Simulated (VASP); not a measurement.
# Ga (Pm-3m) in VASP: a series of runs

Runs on Ga. Level: LDA. Tasks: single point, relaxation of cell and atoms.

Everything below comes from runs of VASP 6.6.1. Logs are shortened: lines on timing, memory, paths and dates and some standing lists are left out, and cuts for length are marked.

## 1. The cell of the first run

It takes space group Pm-3m (No. 221, cubic). Conventional cell: a = 2.087 Å, b = 2.087 Å, c = 2.087 Å, α = 90.00°, β = 90.00°, γ = 90.00°. Within 2.8 Å of Ga (site symmetry m-3m) lie 6 Ga at 2.09 Å.

## 2. Single point, LDA

Contents of INCAR:

```
PREC     = Accurate       # precision mode
ENCUT    = 520            # plane-wave cutoff, eV
EDIFF    = 1E-6           # SCF threshold, eV
ISMEAR   = -1             # smearing method
SIGMA    = 0.1            # smearing width, eV
LREAL    = False          # projectors in reciprocal space
LASPH    = True           # aspherical terms in the spheres
NELM     = 100            # most SCF steps
ALGO     = Normal         # electronic algorithm
ISIF     = 2              # what is computed and relaxed
LWAVE    = False          # write WAVECAR
LCHARG   = False          # write CHGCAR
GGA      = CA             # functional
NBANDS   = 12             # bands
```

Contents of KPOINTS:

```
Automatic mesh
0
Gamma
  17 17 17
```

Contents of POSCAR:

```
Ga
1.0
    2.0865634251      0.0000000000      0.0000000000
    0.0000000000      2.0865634251      0.0000000000
    0.0000000000      0.0000000000      2.0865634251
Ga
1
Direct
    0.0000000000      0.0000000000      0.0000000000
```

Potentials or basis: VASP PAW LDA potentials, release 64 (Ga_d).

Launch:

```console
$ cat potpaw_LDA.64/Ga_d/POTCAR > POTCAR
$ mpirun -np 1 vasp_std > vasp.out
```

OUTCAR:

```text
PREC = Accurate
   ENCUT = 520
   EDIFF = 1E-6
   ISMEAR = -1
   LREAL = False
   LASPH = True
   NELM = 100
   ISIF = 2
   GGA = CA

 ion  position               nearest neighbor table
   1  0.000  0.000  0.000-

  LATTYP: Found a simple cubic cell.
 ALAT       =     2.0865634251

  Lattice vectors:

 A1 = (   2.0865634251,   0.0000000000,   0.0000000000)
 A2 = (   0.0000000000,   2.0865634251,   0.0000000000)
 A3 = (   0.0000000000,   0.0000000000,   2.0865634251)

Analysis of symmetry for initial positions (statically):
=====================================================================
 Subroutine PRICEL returns:
 Original cell was already a primitive cell.

 Routine SETGRP: Setting up the symmetry group for a
 simple cubic supercell.

 Subroutine GETGRP returns: Found 48 space group operations
 (whereof 48 operations were pure point group operations)
 out of a pool of 48 trial point group operations.

The static configuration has the point symmetry O_h .

Analysis of symmetry for dynamics (positions and initial velocities):
=====================================================================
 Subroutine PRICEL returns:
 Original cell was already a primitive cell.

 Routine SETGRP: Setting up the symmetry group for a
 simple cubic supercell.

 Subroutine GETGRP returns: Found 48 space group operations
 (whereof 48 operations were pure point group operations)
 out of a pool of 48 trial point group operations.

The dynamic configuration has the point symmetry O_h .

 Subroutine INISYM returns: Found 48 space group operations
 (whereof 48 operations are pure point group operations),
 and found     1 'primitive' translations

----------------------------------------------------------------------------------------

                                     Primitive cell

  volume of cell :       9.0844

  direct lattice vectors                    reciprocal lattice vectors
     2.086563425  0.000000000  0.000000000     0.479256939  0.000000000  0.000000000
     0.000000000  2.086563425  0.000000000     0.000000000  0.479256939  0.000000000
     0.000000000  0.000000000  2.086563425     0.000000000  0.000000000  0.479256939

  length of vectors
     2.086563425  2.086563425  2.086563425     0.479256939  0.479256939  0.479256939

  position of ions in fractional coordinates (direct lattice)
     0.000000000  0.000000000  0.000000000

  ion indices of the primitive-cell ions
   primitive index   ion index
                 1           1

----------------------------------------------------------------------------------------

 KPOINTS: Automatic mesh

Automatic generation of k-mesh.
 Grid dimensions read from file:
 generate k-points for:   17   17   17

 Generating k-lattice:

  Cartesian coordinates                     Fractional coordinates (reciprocal lattice)
     0.028191585  0.000000000  0.000000000     0.058823529  0.000000000  0.000000000
     0.000000000  0.028191585  0.000000000     0.000000000  0.058823529  0.000000000
     0.000000000  0.000000000  0.028191585     0.000000000  0.000000000  0.058823529

  Length of vectors
     0.028191585  0.028191585  0.028191585

  Shift w.r.t. Gamma in fractional coordinates (k-lattice)
     0.000000000  0.000000000  0.000000000

 Subroutine IBZKPT returns following result:
 ===========================================

 Found    165 irreducible k-points:

 Following reciprocal coordinates:
            Coordinates               Weight
  0.000000  0.000000  0.000000      1.000000
  0.058824  0.000000  0.000000      6.000000
  0.117647  0.000000  0.000000      6.000000
  0.176471  0.000000  0.000000      6.000000
  0.235294  0.000000  0.000000      6.000000
  0.294118  0.000000  0.000000      6.000000
[... 16 lines left out ...]
  0.411765  0.117647  0.000000     24.000000
  0.470588  0.117647  0.000000     24.000000
 [... further k-points ...]
   k-points           NKPTS =    165   k-points in BZ     NKDIM =    165   number of bands    NBANDS=     12
   number of dos      NEDOS =    301   number of ions     NIONS =      1
   total plane-waves  NPLWV =   4096
   dimension x,y,z NGX =    16 NGY =   16 NGZ =   16
   dimension x,y,z NGXF=    32 NGYF=   32 NGZF=   32
   ions per type =               1
   NGX,Y,Z   is equivalent  to a cutoff of  12.75, 12.75, 12.75 a.u.
   NGXF,Y,Z  is equivalent  to a cutoff of  25.50, 25.50, 25.50 a.u.
 SYSTEM =  unknown system
   PREC   = accura    normal or accurate (medium, high low for compatibility)
   ISTART =      0    job   : 0-new  1-cont  2-samecut
   ICHARG =      2    charge: 1-file 2-atom 10-const
   ISPIN  =      1    spin polarized calculation?
   LNONCOLLINEAR =      F non collinear calculations
   LSORBIT =      F    spin-orbit coupling
   LASPH  =      T    aspherical Exc in radial PAW
   ENCUT  =  520.0 eV  38.22 Ry    6.18 a.u.   3.88  3.88  3.88*2*pi/ulx,y,z
   NELM   =    100;   NELMIN=  2; NELMDL= -5     # of ELM steps
   EDIFF  = 0.1E-05   stopping-criterion for ELM
   LREAL  =      F    real-space projection
   EDIFFG = 0.1E-04   stopping-criterion for IOM
   NSW    =      0    number of steps for IOM
   IBRION =     -1    ionic relax: 0-MD 1-quasi-New 2-CG
   NFREE  =      0    steps in history (QN), initial steepest desc. (CG)
   ISIF   =      2    stress and relaxation
   ISYM   =      2    0-nonsym 1-usesym 2-fastsym
   POTIM  = 0.5000    time-step for ionic-motion
   TEBEG  =    0.0;   TEEND  =   0.0 temperature during run
   PSTRESS=    0.0 pullay stress
   NELECT =      13.0000    total number of electrons
   NUPDOWN=      -1.0000    fix difference up-down
   EMIN   =  10.00;   EMAX   =-10.00  energy-range for DOS
   EFERMI =   0.00;   METHOD = LEGACY
   ISMEAR =    -1;   SIGMA  =   0.10  broadening in eV -4-tet -1-fermi 0-gaus
   EFERMI_NEDOS =   21; number of points for ismear=-14 and -15
   IALGO  =     38    algorithm
   IMIX   =      4    mixing-type and parameters
     AMIX     =   0.40;   BMIX     =  1.00
     AMIX_MAG =   1.60;   BMIX_MAG =  1.00
  volume/ion in A,a.u.               =       9.08        61.30
  Fermi-wavevector in a.u.,A,eV,Ry     =   1.844836  3.486234 46.306323  3.403419
  Thomas-Fermi vector in A             =   2.896228
   LORBIT       =      0    0 simple, 1 ext, 2 COOP (PROOUT), +10 PAW based schemes
   GGA     = CA    functional components
   LHFCALC =     F    Hartree Fock is set to
   AEXX    =    0.0000 exact exchange contribution
   IVDW    =     0    specifies the selected vdW correction
   LEPSILON=     F    determine dielectric tensor
   LRPA    =     F    only Hartree local field effects (RPA)
 non-spin polarized calculation
  energy-cutoff  :      520.00
  volume of cell :        9.08
 maximum number of plane-waves:       271
 NGX is ok and might be reduce to    16
   NGX =  7   NGY =  7   NGZ =  7

 number of electron      12.9999989 magnetization

 Free energy of the ion-electron system (eV)
  ---------------------------------------------------
  ext. energy  EPLUGINS =         0.00000000
  ---------------------------------------------------
  free energy    TOTEN  =        -0.10352338 eV

  energy without entropy =       -0.09515108  energy(sigma->0) =       -0.09933723

 E-fermi :  14.7074     XC(G=0): -15.5643

 val. band max:       14.6717320665   @ k =   0.3529   0.3529   0.0000
 cond. band min:      14.7373054480   @ k =   0.3529   0.2353   0.1176
 fundamental gap:      0.0655733816
 Fermi energy:        14.7074097313

 k-point     1 :       0.0000    0.0000    0.0000
  band No.  band energies     occupation
      1      -3.7728      2.00000
      2      -3.7728      2.00000
      3      -3.5970      2.00000
      4      -1.0137      2.00000
      5      -1.0137      2.00000
      6      -1.0137      2.00000
      7      30.0223      0.00000
      8      30.0223      0.00000
      9      30.0223      0.00000
     10      33.9430      0.00000
     11      33.9430      0.00000
     12      40.9007      0.00000

 k-point     2 :       0.0588    0.0000    0.0000
  band No.  band energies     occupation
      1      -3.7631      2.00000
      2      -3.7307      2.00000
      3      -3.4639      2.00000
      4      -1.0425      2.00000
      5      -1.0425      2.00000
      6      -1.0113      2.00000
      7      27.9846      0.00000
      8      30.1790      0.00000
      9      30.1790      0.00000
     10      34.0063      0.00000
     11      35.6045      0.00000
     12      41.5217      0.00000

 k-point     3 :       0.1176    0.0000    0.0000
  band No.  band energies     occupation
      1      -3.7351      2.00000
      2      -3.6372      2.00000
      3      -3.0373      2.00000
      4      -1.1244      2.00000
      5      -1.1244      2.00000
      6      -1.0044      2.00000
      7      24.7648      0.00000
      8      30.6447      0.00000
      9      30.6447      0.00000
     10      34.1965      0.00000
     11      37.3418      0.00000
     12      43.7298      0.00000
[... 286 lines left out ...]
 k-point    23 :       0.4118    0.1176    0.0000
  band No.  band energies     occupation
      1      -3.3745      2.00000
      2      -2.6744      2.00000
      3      -2.0834      2.00000
      4      -1.7501      2.00000
      5      -1.0488      2.00000
      6       3.6918      2.00000
      7      10.5357      2.00000
      8      30.8178      0.00000
      9      36.4006      0.00000
     10      37.4580      0.00000
     11      38.5555      0.00000
     12      45.2830      0.00000

 k-point    24 :       0.4706    0.1176    0.0000
  band No.  band energies     occupation
      1      -3.3530      2.00000
      2      -2.6065      2.00000
      3      -2.1387      2.00000
      4      -1.8010      2.00000
      5      -1.0434      2.00000
      6       5.4682      2.00000
      7       8.3365      2.00000
      8      32.4936      0.00000
      9      34.3730      0.00000
     10      38.8692      0.00000
     11      38.9095      0.00000
     12      43.4889      0.00000

 [... further k-points ...]
[... 5 lines left out ...]
  --------------------------------------------------------------------------------------
  -------------------------------------------------------------------------------------
  Total       13.3175181     13.3175181     13.3175181      0.0000000      0.0000000      0.0000000
  in kB     2348.7625122   2348.7625122   2348.7625122      0.0000000      0.0000000      0.0000000
  external PRESSURE =    2348.7625122 kB  Pullay stress =       0.0000000 kB

 VOLUME and BASIS-vectors are now :
 -----------------------------------------------------------------------------
  energy-cutoff  :      520.00
  volume of cell :        9.08
      direct lattice vectors                 reciprocal lattice vectors
     2.086563425  0.000000000  0.000000000     0.479256939  0.000000000  0.000000000
     0.000000000  2.086563425  0.000000000     0.000000000  0.479256939  0.000000000
     0.000000000  0.000000000  2.086563425     0.000000000  0.000000000  0.479256939

 POSITION                                       TOTAL-FORCE (eV/Angst)
 -----------------------------------------------------------------------------------
      0.00000      0.00000      0.00000         0.000000      0.000000      0.000000
 -----------------------------------------------------------------------------------
    total drift:                                0.000000      0.000000      0.000000

  FREE ENERGIE OF THE ION-ELECTRON SYSTEM (eV)
  ---------------------------------------------------
  free  energy   TOTEN  =        -0.1035233757 eV

  energy  without entropy=       -0.0951510841  energy(sigma->0) =       -0.09933723
```

It took 14 s on 1 thread of AMD EPYC 7R13, shared host; peak memory 0.09 GiB.

Results:

- Free energy: -0.1035 eV
- Pressure: 234.9 GPa

Levels at points of the mesh, in eV from the Fermi level:
| k point | band 4 | band 5 | band 6 | band 7 | band 8 | band 9 |
| --- | --- | --- | --- | --- | --- | --- |
| (0.00, 0.00, 0.00) | -15.72 | -15.72 | -15.72 | 15.31 | 15.31 | 15.31 |

## 3. Single point, LDA

INCAR, as its differences from that of step 2:

```diff
@@ -12,3 +12,2 @@
 LCHARG   = False          # write CHGCAR
-GGA      = CA             # functional
 NBANDS   = 12             # bands
```

Contents of KPOINTS:

```
regular mesh
0
Gamma
  17 17 17
```

Contents of POSCAR:

```
Ga
1.0
    2.0869144296      0.0000000000      0.0000000000
    0.0000000000      2.0869144296      0.0000000000
    0.0000000000      0.0000000000      2.0869144296
Ga
1
Direct
    0.0000000000      0.0000000000      0.0000000000
```

Potentials or basis: VASP PAW LDA potentials, release 64 (Ga_d).

Launch:

```console
$ cat potpaw_LDA.64/Ga_d/POTCAR > POTCAR
$ mpirun -np 1 vasp_std > vasp.out
```

Wall time 16 s (1 thread of AMD EPYC 7R13, shared host); peak memory 0.09 GiB.

It converged, with:

```yaml
Free_energy: -0.1102 eV
Pressure: 234.4 GPa
```

Levels at points of the mesh, in eV from the Fermi level:
| k point | band 4 | band 5 | band 6 | band 7 | band 8 | band 9 |
| --- | --- | --- | --- | --- | --- | --- |
| (0.00, 0.00, 0.00) | -15.72 | -15.72 | -15.72 | 15.31 | 15.31 | 15.31 |

## 4. Relaxation of cell and atoms, LDA, target pressure 230 GPa, at which the enthalpy is minimised

This run uses another cell than the first one, of 8.88 Å³/atom, 0.978 times its volume.

Contents of INCAR:

```
PREC     = Accurate       # precision mode
ENCUT    = 600            # plane-wave cutoff, eV
EDIFF    = 1E-6           # SCF threshold, eV
ISMEAR   = -1             # smearing method
SIGMA    = 0.1            # smearing width, eV
LREAL    = F              # projectors in reciprocal space
LASPH    = T              # aspherical terms in the spheres
NELM     = 60             # most SCF steps
ALGO     = Normal         # electronic algorithm
ISIF     = 3              # what is computed and relaxed
LWAVE    = F              # write WAVECAR
LCHARG   = F              # write CHGCAR
GGA      = CA             # functional
IBRION   = 2              # ionic algorithm
NSW      = 60             # ionic steps
EDIFFG   = -0.005         # ionic threshold
PSTRESS  = 2300.0
```

Contents of KPOINTS:

```
Automatic mesh
0
Gamma
  17 17 17
```

Contents of POSCAR:

```
Ga
1.0
    2.0709553548      0.0000000000      0.0000000000
    0.0000000000      2.0709553548      0.0000000000
    0.0000000000      0.0000000000      2.0709553548
Ga
1
Direct
    0.0000000000      0.0000000000      0.0000000000
```

Launch:

```console
$ cat potpaw_LDA.64/Ga_d/POTCAR > POTCAR
$ mpirun -np 1 vasp_std > vasp.out
```

It took 71 s on 1 thread of AMD EPYC 7R13, shared host; peak memory 0.1 GiB.

It converged, with:

```yaml
Free_energy: -0.1735 eV
Relaxed_volume: 9.13 Å³/atom
Relaxed_cell: a = 2.090 Å, b = 2.090 Å, c = 2.090 Å, α = 90.00°, β = 90.00°, γ = 90.00°
Space_group_after_relaxing_to_0.05_Å: Pm-3m (No. 221)
Energy_change_on_relaxing_the_enthalpy_is_what_falls: -379.7 meV/atom
Ionic_steps: 6
Pressure_after_relaxing: 230.1 GPa
```

The path:
```
step  energy change (eV)  largest force (eV/Å)  pressure (GPa)  volume (Å³)
   1              0.0000                0.0000          255.94         8.88
   2             -2.1560                0.0000          113.73        10.86
   3             -0.4174                0.0000          227.93         9.16
   4             -0.3871                0.0000          229.69         9.14
   5             -0.3797                0.0000          230.10         9.13
   6             -0.3797                0.0000          230.09         9.13
```

Final structure:
```cif
data_structure
_symmetry_space_group_name_H-M 'P 1'
_symmetry_Int_Tables_number 1
_cell_length_a 2.0903
_cell_length_b 2.0903
_cell_length_c 2.0903
_cell_angle_alpha 90.000
_cell_angle_beta 90.000
_cell_angle_gamma 90.000
_cell_volume 9.13
loop_
_atom_site_label
_atom_site_type_symbol
_atom_site_fract_x
_atom_site_fract_y
_atom_site_fract_z
_atom_site_occupancy
Ga1 Ga 0.00000 0.00000 0.00000 1
```

Levels at points of the mesh, in eV from the Fermi level:
```tsv
k point	band 2	band 3	band 4	band 5	band 6	band 7	band 8	band 9	band 10
(0.00, 0.00, 0.00)	-18.44	-18.23	-15.70	-15.70	-15.70	15.27	15.27	15.27	19.17
```

Caveat: the cell is relaxed towards a set pressure, so the enthalpy falls and the energy may rise.

## 5. Relaxation of cell and atoms, LDA, target pressure 230 GPa, at which the enthalpy is minimised

Contents of INCAR:

```
PREC = Accurate
ENCUT = 600
EDIFF = 1E-6
ISMEAR = -1
SIGMA = 0.1
LREAL = False
LASPH = True
NELM = 60
ALGO = Normal
ISIF = 3
LWAVE = False
LCHARG = False
IBRION = 2
NSW = 32
EDIFFG = -0.005
PSTRESS = 2300.0
```

Contents of KPOINTS:

```
regular mesh
0
Gamma
  17 17 17
```

Contents of POSCAR:

```
Ga
1.0
    2.0865634251      0.0000000000      0.0000000000
    0.0000000000      2.0865634251      0.0000000000
    0.0000000000      0.0000000000      2.0865634251
Ga
1
Direct
    0.0000000000      0.0000000000      0.0000000000
```

Launch:

```console
$ cat potpaw_LDA.64/Ga_d/POTCAR > POTCAR
$ mpirun -np 1 vasp_std > vasp.out
```

It took 42 s on 1 thread of AMD EPYC 7R13, shared host; peak memory 0.1 GiB.

The run converged. Its results:

* Free energy: -0.1758 eV
* Relaxed volume: 9.13 Å³/atom
* Relaxed cell: a = 2.090 Å, b = 2.090 Å, c = 2.090 Å, α = 90.00°, β = 90.00°, γ = 90.00°
* Space group after relaxing (to 0.05 Å): Pm-3m (No. 221)
* Energy change on relaxing (the enthalpy is what falls): -72.1 meV/atom
* Ionic steps: 3
* Pressure after relaxing: 229.9 GPa

The path:
| step | energy change (eV) | largest force (eV/Å) | pressure (GPa) | volume (Å³) |
| --- | --- | --- | --- | --- |
| 1 | 0.0000 | 0.0000 | 234.76 | 9.08 |
| 2 | -0.4893 | 0.0000 | 201.88 | 9.44 |
| 3 | -0.0721 | 0.0000 | 229.92 | 9.13 |

Final structure:
```yaml
crystal:
  lattice:
    - [2.09036, 0.00000, 0.00000]
    - [0.00000, 2.09036, 0.00000]
    - [0.00000, 0.00000, 2.09036]
  atoms:
    - { symbol: Ga, position: [0.00000, 0.00000, 0.00000] }
```

Levels at points of the mesh, in eV from the Fermi level:
```csv
k point,band 4,band 5,band 6,band 7,band 8,band 9
"(0.00, 0.00, 0.00)",-15.70,-15.70,-15.70,15.27,15.27,15.27
```

Caveat: the cell is relaxed towards a set pressure, so the enthalpy falls and the energy may rise.

## 6. Summary

| task | cell | cutoff (eV) | gap on the mesh (eV) | pressure (GPa) |
| --- | --- | --- | --- | --- |
| single point | a = 2.087 Å, 1 atom | 520 | none | 234.4 |
| relaxation of cell and atoms | relaxed to 230 GPa from a = 2.071 Å, 1 atom | 600 | none | 230.1 |
| relaxation of cell and atoms | relaxed to 230 GPa from a = 2.087 Å, 1 atom | 600 | none | 229.9 |

Alike in all rows: level LDA; potentials or basis VASP PAW LDA potentials, release 64 (Ga_d); no spin polarisation; k mesh 17 × 17 × 17; smearing fermi-dirac 0.1 eV.

Caveats: the cell is relaxed towards a set pressure, so the enthalpy falls and the energy may rise (some runs).

Absolute energies hang on the potentials; compare differences alone.
